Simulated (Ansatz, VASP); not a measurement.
Ga3BSb2 in VASP and in Ansatz

```xyz
6
Lattice="5.3239 0.0000 0.0000 -2.6619 4.6106 0.0000 0.0000 0.0000 5.7016" Properties=species:S:1:pos:R:3 pbc="T T T"
Ga   -1.3310    2.3053    2.8508
Ga    2.6619    0.0000    2.8508
Ga    1.3310    2.3053    2.8508
B     0.0000    0.0000    0.0000
Sb    2.6619    1.5369    0.0000
Sb    0.0000    3.0737    0.0000
```

Change from the starting cell: species swapped into the LuB2Os3 type (P6/mmm, No. 191).

Alike in both runs: functional PBE; k mesh 12 × 12 × 8; occupations gaussian, width 0.1 eV; no spin polarisation.

Ansatz relaxed the structure, and its values are those at the end. VASP's run is a single point on that final structure, the one shown.

|  | VASP | Ansatz |
| --- | --- | --- |
| version | VASP 6.6.1 | Ansatz 0.2.0 |
| potentials or method | VASP PAW PBE potentials, release 64 (Ga_d, B, Sb), cutoff 520 eV | scalar-relativistic, plane waves, PAW |
| valence electrons in the cell | 52 | 72 |

```csv
,VASP,Ansatz,Ansatz less VASP
gap on the k mesh at the Fermi level (eV),none,none,-
pressure (GPa),0.0,0.0,-0.02
```

A gap of «none» marks a metal or a gap that the smearing closes. With one functional, cell and mesh, what is left measures potentials, basis and numerics. VASP's potentials hold 52 valence electrons a cell and Ansatz's 72, so a difference there can come from the potentials and not from the codes.

Spin-orbit coupling is off throughout.
